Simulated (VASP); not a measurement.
A run of VASP 6.6.1 is set up as follows.

INCAR

```
PREC = Accurate
ENCUT = 600
EDIFF = 1E-8
ISMEAR = 0
SIGMA = 0.01
LREAL = F
LASPH = T
NELM = 120
ALGO = Normal
ISIF = 2
LWAVE = F
LCHARG = F
GGA = PE
NBANDS = 15
IBRION = 8
NSW = 1
GGA_COMPAT = F
```

The input KPOINTS:

```
regular mesh
0
Gamma
  6 6 6
```

Contents of POSCAR:

```
BaO
1.0
    0.0000000000      2.7500000000      2.7500000000
    2.7500000000      0.0000000000      2.7500000000
    2.7500000000      2.7500000000      0.0000000000
Ba O
1 1
Direct
    0.0000000000      0.0000000000      0.0000000000
    0.5000000000      0.5000000000      0.5000000000
```

Potentials or basis: VASP PAW PBE potentials, release 64 (Ba_sv, O).

Command:

```console
$ cat potpaw_PBE.64/Ba_sv/POTCAR potpaw_PBE.64/O/POTCAR > POTCAR
$ mpirun -np 1 vasp_std > vasp.out
```

Q: Predict the highest phonon frequency at Γ, LO-TO splitting left out.

A: 128 cm⁻¹.

Phonon frequencies in cm⁻¹ (negative: imaginary):
| q point | frequencies |
| --- | --- |
| (0.000, 0.000, 0.000) | 0 0 0 128 128 128 |

Caveat: the cell stands under pressure or tension, which shifts response properties.
